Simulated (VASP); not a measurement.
# NaF (Villiaumite) (Fm-3m) in VASP: single point with PBEsol

Aim: the single point of NaF (Villiaumite) with PBEsol.

All numbers are computed with VASP 6.6.1; they aren't measurements. Logs are shortened: lines on timing, memory, paths and dates and some standing lists are left out, and cuts for length are marked.

### Step 1. The cell of the first run

Symmetry: Fm-3m, No. 225, cubic system. Conventional cell: a = 4.640 Å, b = 4.640 Å, c = 4.640 Å, α = 90.00°, β = 90.00°, γ = 90.00°. Na (site symmetry m-3m) has 6 F at 2.32 Å within 3.1 Å. F (site symmetry m-3m) has 6 Na at 2.32 Å within 3.1 Å.

### Step 2. Single point, PBEsol

The input, INCAR:

```
ALGO     = Normal         # electronic algorithm
EDIFF    = 1E-6           # SCF threshold, eV
ENCUT    = 520            # plane-wave cutoff, eV
GGA      = PS             # functional
ISIF     = 2              # what is computed and relaxed
ISMEAR   = -1             # smearing method
LASPH    = T              # aspherical terms in the spheres
LCHARG   = T              # write CHGCAR
LELF     = T              # ELF
LREAL    = F              # projectors in reciprocal space
LVHAR    = T            
LWAVE    = F              # write WAVECAR
NBANDS   = 14             # bands
NELM     = 60             # most SCF steps
PREC     = Accurate       # precision mode
SIGMA    = 0.03           # smearing width, eV
```

The input, KPOINTS:

```
k-points
0
Gamma
  9 9 9
```

The input, POSCAR:

```
NaF
1.0
    0.0000000000      2.3200000000      2.3200000000
    2.3200000000      0.0000000000      2.3200000000
    2.3200000000      2.3200000000      0.0000000000
Na F
1 1
Direct
    0.0000000000      0.0000000000      0.0000000000
    0.5000000000      0.5000000000      0.5000000000
```

Potentials or basis: VASP PAW PBE potentials, release 64 (Na_pv, F).

Command:

```
> cat potpaw_PBE.64/Na_pv/POTCAR potpaw_PBE.64/F/POTCAR > POTCAR
> mpirun -np 1 vasp_std > vasp.out
```

OUTCAR:

```text
EDIFF = 1E-6
   ENCUT = 520
   GGA = PS
   ISIF = 2
   ISMEAR = -1
   LASPH = T
   LREAL = F
   NELM = 60
   PREC = Accurate

 ion  position               nearest neighbor table
   1  0.000  0.000  0.000-   2 2.32   2 2.32   2 2.32   2 2.32   2 2.32   2 2.32
   2  0.500  0.500  0.500-   1 2.32   1 2.32   1 2.32   1 2.32   1 2.32   1 2.32

  LATTYP: Found a face centered cubic cell.
 ALAT       =     4.6400000000

  Lattice vectors:

 A1 = (   0.0000000000,   2.3200000000,   2.3200000000)
 A2 = (   2.3200000000,   0.0000000000,   2.3200000000)
 A3 = (   2.3200000000,   2.3200000000,   0.0000000000)

Analysis of symmetry for initial positions (statically):
=====================================================================
 Subroutine PRICEL returns:
 Original cell was already a primitive cell.

 Routine SETGRP: Setting up the symmetry group for a
 face centered cubic supercell.

 Subroutine GETGRP returns: Found 48 space group operations
 (whereof 48 operations were pure point group operations)
 out of a pool of 48 trial point group operations.

The static configuration has the point symmetry O_h .

Analysis of symmetry for dynamics (positions and initial velocities):
=====================================================================
 Subroutine PRICEL returns:
 Original cell was already a primitive cell.

 Routine SETGRP: Setting up the symmetry group for a
 face centered cubic supercell.

 Subroutine GETGRP returns: Found 48 space group operations
 (whereof 48 operations were pure point group operations)
 out of a pool of 48 trial point group operations.

The dynamic configuration has the point symmetry O_h .

 Subroutine INISYM returns: Found 48 space group operations
 (whereof 48 operations are pure point group operations),
 and found     1 'primitive' translations

----------------------------------------------------------------------------------------

                                     Primitive cell

  volume of cell :      24.9743

  direct lattice vectors                    reciprocal lattice vectors
     0.000000000  2.320000000  2.320000000    -0.215517241  0.215517241  0.215517241
     2.320000000  0.000000000  2.320000000     0.215517241 -0.215517241  0.215517241
[... 91 lines left out ...]
   ISIF   =      2    stress and relaxation
   ISYM   =      2    0-nonsym 1-usesym 2-fastsym
   POTIM  = 0.5000    time-step for ionic-motion
   TEBEG  =    0.0;   TEEND  =   0.0 temperature during run
   PSTRESS=    0.0 pullay stress
   NELECT =      14.0000    total number of electrons
   NUPDOWN=      -1.0000    fix difference up-down
   EMIN   =  10.00;   EMAX   =-10.00  energy-range for DOS
   EFERMI =   0.00;   METHOD = LEGACY
   ISMEAR =    -1;   SIGMA  =   0.03  broadening in eV -4-tet -1-fermi 0-gaus
   EFERMI_NEDOS =   21; number of points for ismear=-14 and -15
   IALGO  =     38    algorithm
   IMIX   =      4    mixing-type and parameters
     AMIX     =   0.40;   BMIX     =  1.00
     AMIX_MAG =   1.60;   BMIX_MAG =  1.00
  volume/ion in A,a.u.               =      12.49        84.27
  Fermi-wavevector in a.u.,A,eV,Ry     =   1.349852  2.550851 24.791186  1.822101
  Thomas-Fermi vector in A             =   2.477405
   LORBIT       =      0    0 simple, 1 ext, 2 COOP (PROOUT), +10 PAW based schemes
   GGA     = PS    functional components
   LHFCALC =     F    Hartree Fock is set to
   AEXX    =    0.0000 exact exchange contribution
   IVDW    =     0    specifies the selected vdW correction
   LEPSILON=     F    determine dielectric tensor
   LRPA    =     F    only Hartree local field effects (RPA)
 non-spin polarized calculation
  energy-cutoff  :      520.00
  volume of cell :       24.97
 maximum number of plane-waves:       684
   NGX = 13   NGY = 13   NGZ = 13

 number of electron      13.9999982 magnetization

 Free energy of the ion-electron system (eV)
  ---------------------------------------------------
  ext. energy  EPLUGINS =         0.00000000
  ---------------------------------------------------
  free energy    TOTEN  =        -8.76881112 eV

  energy without entropy =       -8.76881112  energy(sigma->0) =       -8.76881112

 E-fermi :  -1.4433     XC(G=0):  -9.3147

 val. band max:       -2.1926509999   @ k =   0.0000   0.0000   0.0000
 cond. band min:       3.9478388441   @ k =   0.0000   0.0000   0.0000
 fundamental gap:      6.1404898441
 Fermi energy:        -1.4433100771

 k-point     1 :       0.0000    0.0000    0.0000
  band No.  band energies     occupation
      1     -21.2426      2.00000
      2     -20.9739      2.00000
      3     -20.9739      2.00000
      4     -20.9739      2.00000
      5      -2.1927      2.00000
      6      -2.1927      2.00000
      7      -2.1927      2.00000
      8       3.9478      0.00000
      9      16.6230      0.00000
     10      16.6230      0.00000
     11      16.6230      0.00000
     12      19.2976      0.00000
     13      21.6808      0.00000
     14      21.6808      0.00000
[... 377 lines left out ...]
      1     -21.2276      2.00000
      2     -21.0262      2.00000
      3     -21.0262      2.00000
      4     -20.8751      2.00000
      5      -3.4744      2.00000
      6      -2.5904      2.00000
      7      -2.5904      2.00000
      8       9.8767      0.00000
      9      10.9736      0.00000
     10      12.2238      0.00000
     11      17.3791      0.00000
     12      17.3791      0.00000
     13      21.7649      0.00000
     14      26.0560      0.00000

 [... further k-points ...]

------------------------ aborting loop because EDIFF is reached ----------------------------------------

  FORCE on cell =-STRESS in cart. coord.  units (eV):
  Direction    XX          YY          ZZ          XY          YZ          ZX
  --------------------------------------------------------------------------------------
  -------------------------------------------------------------------------------------
  Total       -0.0661554     -0.0661554     -0.0661554      0.0000000      0.0000000     -0.0000000
  in kB       -4.2440649     -4.2440649     -4.2440649      0.0000000      0.0000000     -0.0000000
  external PRESSURE =      -4.2440649 kB  Pullay stress =       0.0000000 kB

 VOLUME and BASIS-vectors are now :
 -----------------------------------------------------------------------------
  energy-cutoff  :      520.00
  volume of cell :       24.97
      direct lattice vectors                 reciprocal lattice vectors
     0.000000000  2.320000000  2.320000000    -0.215517241  0.215517241  0.215517241
     2.320000000  0.000000000  2.320000000     0.215517241 -0.215517241  0.215517241
     2.320000000  2.320000000  0.000000000     0.215517241  0.215517241 -0.215517241

 POSITION                                       TOTAL-FORCE (eV/Angst)
 -----------------------------------------------------------------------------------
      0.00000      0.00000      0.00000        -0.000000      0.000000      0.000000
      2.32000      2.32000      2.32000         0.000000     -0.000000     -0.000000
 -----------------------------------------------------------------------------------
    total drift:                                0.000000     -0.000000      0.000000

  FREE ENERGIE OF THE ION-ELECTRON SYSTEM (eV)
  ---------------------------------------------------
  free  energy   TOTEN  =        -8.7688111235 eV

  energy  without entropy=       -8.7688111235  energy(sigma->0) =       -8.76881112
```

Wall time 5 s (1 thread of Intel Xeon Platinum 8488C (Sapphire Rapids), shared host); peak memory 0.13 GiB.

Results:

* Free energy: -8.7688 eV
* Pressure: -0.4 GPa
* Band gap on the k mesh: 6.14 eV, direct

Caveat: the PAW data sets were made with another functional, which shifts forces and pressure a little. As with any semilocal functional, this PBEsol gap is likely too small.
